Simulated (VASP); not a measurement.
TaN: single point with PBEsol

TaN:

```
CELL_PARAMETERS angstrom
5.18017 0.00000 0.00000
-2.59009 4.48616 0.00000
0.00000 0.00000 2.89389
ATOMIC_POSITIONS crystal
Ta 0.33333 0.66667 0.50000
Ta 0.66667 0.33333 0.50000
Ta 0.00000 0.00000 0.00000
N 0.39334 0.00000 0.00000
N 0.60666 0.60666 0.00000
N 0.00000 0.39334 0.00000
```

```
Program             : VASP 6.6.1
Task                : single point
Functional          : PBEsol
Potentials or basis : VASP PAW PBE potentials, release 64 (Ta_sv_GW, N)
Cutoff              : 700 eV
k mesh              : 7 × 7 × 11
Occupations         : fermi-dirac, width 0.1 eV
Spin                : no spin polarisation
```

```yaml
Pressure: 0.2 GPa
Band_gap_on_the_k_mesh: zero (bands 27 and 28 overlap by 3.21 eV)
```

Levels at points of the mesh, in eV from the Fermi level:
```
           k point  band 24  band 25  band 26  band 27  band 28  band 29  band 30  band 31
(0.00, 0.00, 0.00)    -4.29    -3.34    -1.98    -0.95    -0.95     0.58     0.58     1.81
```

It took 5 min on 1 thread of Intel(R) Xeon(R) Platinum 8259CL CPU @ 2.50GHz (Skylake/Cascade Lake) (shared host), peak memory 0.34 GiB.

Caveat: the PAW data sets were made with another functional, which shifts forces and pressure a little; spin-orbit coupling is left out, which moves the levels of the heavy elements.
